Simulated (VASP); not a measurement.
SrSc: single point with PBE

The system is SrSc.

```
CELL_PARAMETERS angstrom
0.00000 2.95195 2.95195
2.95195 0.00000 2.95195
2.95195 2.95195 0.00000
ATOMIC_POSITIONS crystal
Sr 0.50000 0.50000 0.50000
Sc 0.00000 0.00000 0.00000
```

* Program: VASP 6.6.1
* Task: single point
* Functional: PBE
* Potentials or basis: VASP PAW PBE potentials, release 64 (Sr_sv, Sc_sv)
* Cutoff: 400 eV
* k mesh: 8 × 8 × 8
* Occupations: methfessel-paxton, width 0.0103 eV
* Spin: no spin polarisation
* Dipole correction: no
* k mesh for the DOS: 12 × 12 × 12
* Occupations for the DOS: tetrahedron
* Further INCAR settings: ALGO = Normal; EDIFF = 1e-06; NBANDS = 18

- Valence electrons inside the program's atomic spheres: Sr 8.27; Sc 9.58

Levels at points of the mesh, in eV from the Fermi level:
```tsv
k point	band 7	band 8	band 9	band 10	band 11	band 12	band 13	band 14
(0.00, 0.00, 0.00)	-17.35	-17.35	-4.57	-0.77	-0.77	-0.77	-0.56	-0.56
(0.50, 0.00, 0.00)	-17.45	-17.45	-1.71	-1.15	0.85	0.85	1.66	1.66
(0.50, 0.50, 0.00)	-17.44	-17.44	-2.30	-1.35	0.18	0.54	0.60	1.74
```

Run time: 74 s on 1 thread of AMD EPYC 7R43 64-Core Processor (Zen 3), on a shared host, peak memory 0.14 GiB.
